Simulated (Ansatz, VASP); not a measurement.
Ni: VASP beside Ansatz

```
Ni
1.0
     4.05719    0.00000    0.00000
    -2.02859    3.51363    0.00000
     0.00000    0.00000    2.45996
Ni
3
Direct
  0.00000 0.00000 0.00000
  0.33333 0.66667 0.50000
  0.66667 0.33333 0.50000
```

Alike in both runs: task single point; functional BLYP; k mesh 10 × 10 × 14; occupations fermi-dirac, width 0.05 eV; collinear spin.

```csv
,VASP,Ansatz
version,VASP 6.6.1,Ansatz 0.2.0
potentials or method,"VASP PAW PBE potentials, release 64 (Ni), cutoff 520 eV","plane waves (420 eV) with PAW, scalar-relativistic"
valence electrons in the cell,30,54
```

VASP gave:

| Property | Result |
| --- | --- |
| pressure (GPa) | 0.0 |
| traceless stress, the component that is largest in VASP (GPa) | -0.09 |
| net moment per atom (μB) | 0.60 |
| size of the moment on the site where the two differ most (μB) | 0.63 |

Which values does Ansatz return?

Pressure (GPa): -0.1; traceless stress, the component that is largest in VASP (GPa): 0.03; net moment per atom (μB): 0.61; size of the moment on the site where the two differ most (μB): 0.67.

VASP's potentials were made for PBE, not for BLYP. Site moments also hang on the region over which each program counts them. VASP's potentials hold 30 valence electrons a cell and Ansatz's 54, so a difference there can come from the potentials and not from the codes.
